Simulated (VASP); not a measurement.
Zn2CdSe3:

```
Zn Cd Se
1.0
     4.39355    0.00000    0.00000
    -2.19677    3.80492    0.00000
     0.00000    0.00000    8.85641
Zn Cd Se
2 1 3
Direct
  0.33333 0.66667 0.50000
  0.66667 0.33333 0.50000
  0.00000 0.00000 0.50000
  0.00000 0.00000 0.76866
  0.00000 0.00000 0.23134
  0.00000 0.00000 0.00000
```

The cell was generated, and may not be a known phase.

- Program: VASP 6.6.1
- Task: relaxation of cell and atoms
- Functional: PBE
- Potentials or basis: VASP PAW PBE potentials, release 64 (Zn, Cd, Se)
- Cutoff: 600 eV
- k mesh: 6 × 6 × 2
- Occupations: gaussian, width 0.1 eV
- Spin: no spin polarisation

At the start: pressure 22.9 GPa; volume 24.68 Å³/atom.

Q: Where does the relaxation end?

A: Over 10 steps the energy falls by 564.2 meV/atom and the volume is 32.95 Å³/atom (+33.5 %); space group P6/mmm (No. 191, to 0.1 Å) before and after.

Step by step:
```
step  energy change (eV)  largest force (eV/Å)  pressure (GPa)  volume (Å³)
   1              0.0000                4.1193           22.89       148.05
   2             -0.6612                0.6967           -3.87       231.07
   3             -3.0300                1.2507            1.41       180.52
   4             -3.0533                1.1975            1.99       178.49
   5             -3.0624                1.1255            2.72       176.17
   6             -3.3265                0.5660            0.59       188.97
   7             -3.3779                0.1502           -0.58       200.24
   8             -3.3785                0.1852           -0.48       199.21
   9             -3.3819                0.0980            0.29       196.69
  10             -3.3854                0.0247           -0.07       197.72
```

Final structure:
```
CELL_PARAMETERS angstrom
4.74509 0.00000 0.00000
-2.37254 4.10937 0.00000
0.00000 0.00000 10.13973
ATOMIC_POSITIONS crystal
Zn 0.33333 0.66667 0.50000
Zn 0.66667 0.33333 0.50000
Cd 0.00000 0.00000 0.50000
Se 0.00000 0.00000 0.76500
Se 0.00000 0.00000 0.23500
Se 0.00000 0.00000 0.00000
```

Caveat: the volume moved by over 15 % at a fixed basis, so the end points are rough.
